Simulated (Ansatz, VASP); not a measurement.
**Be3ZnSe4 in VASP and in Ansatz**

Contents of INCAR:

```
PREC = Accurate
ENCUT = 600
EDIFF = 1E-6
ISMEAR = 0
SIGMA = 0.02
LREAL = F
LASPH = T
NELM = 120
ALGO = Normal
ISIF = 2
LWAVE = F
LCHARG = T
GGA = PE
LELF = T
LVHAR = T
NBANDS = 31
GGA_COMPAT = F
```

KPOINTS

```
Automatic mesh
0
Gamma
  4 4 4
```

The input POSCAR:

```
Be3ZnSe4
1.0
    5.3199646339      0.0000000000      0.0000000000
    0.0000000000      5.3199646339      0.0000000000
    0.0000000000      0.0000000000      5.3199646339
Be Zn Se
3 1 4
Direct
    0.5000000000      0.0000000000      0.5000000000
    0.5000000000      0.5000000000      0.0000000000
    0.0000000000      0.5000000000      0.5000000000
    0.0000000000      0.0000000000      0.0000000000
    0.2627674017      0.7372325983      0.7372325983
    0.2627674017      0.2627674017      0.2627674017
    0.7372325983      0.7372325983      0.2627674017
    0.7372325983      0.2627674017      0.7372325983
```

Input for Ansatz:

```yaml
crystal:
  lattice:
    - [5.3199646339, 0.0, 0.0]
    - [0.0, 5.3199646339, 0.0]
    - [0.0, 0.0, 5.3199646339]
  atoms:
    - { symbol: Be, position: [0.5, 0.0, 0.5] }
    - { symbol: Be, position: [0.5, 0.5, 0.0] }
    - { symbol: Be, position: [0.0, 0.5, 0.5] }
    - { symbol: Zn, position: [0.0, 0.0, 0.0] }
    - { symbol: Se, position: [0.2627674017, 0.7372325983, 0.7372325983] }
    - { symbol: Se, position: [0.2627674017, 0.2627674017, 0.2627674017] }
    - { symbol: Se, position: [0.7372325983, 0.7372325983, 0.2627674017] }
    - { symbol: Se, position: [0.7372325983, 0.2627674017, 0.7372325983] }
kpoints:
  mp_grid: { grid: [4, 4, 4] }
hamiltonian:
  xc: pbe
scf:
  occupations: { method: gaussian, width: 0.02 }
  lower_state_search: standard
output:
  forces: true
  eigenvalues: true
  stress: true
accuracy: high
```

Alike in both runs: task single point; functional PBE; k mesh 4 × 4 × 4; occupations gaussian, width 0.02 eV; no spin polarisation.

|  | VASP | Ansatz |
| --- | --- | --- |
| version | VASP 6.6.1 | Ansatz 0.2.0 |
| potentials or method | VASP PAW PBE potentials, release 64 (Be, Zn, Se) | scalar-relativistic, plane waves, PAW |
| plane-wave cutoff (eV) | 600 | 420 |
| valence electrons in the cell | 42 | 82 |

VASP gave:

```
gap on the k mesh at the Fermi level (eV) : 2.75
pressure (GPa)                            : 0.2
rms of the force components (eV/Å)        : 0.007
```

Estimate Ansatz's values.

gap on the k mesh at the Fermi level (eV): 2.75; pressure (GPa): 0.0; rms of the force components (eV/Å): 0.002.

Atom by atom the forces differ by 0.005 eV/Å (rms over components). VASP's potentials hold 42 valence electrons a cell and Ansatz's 82, so a difference there can come from the potentials and not from the codes.
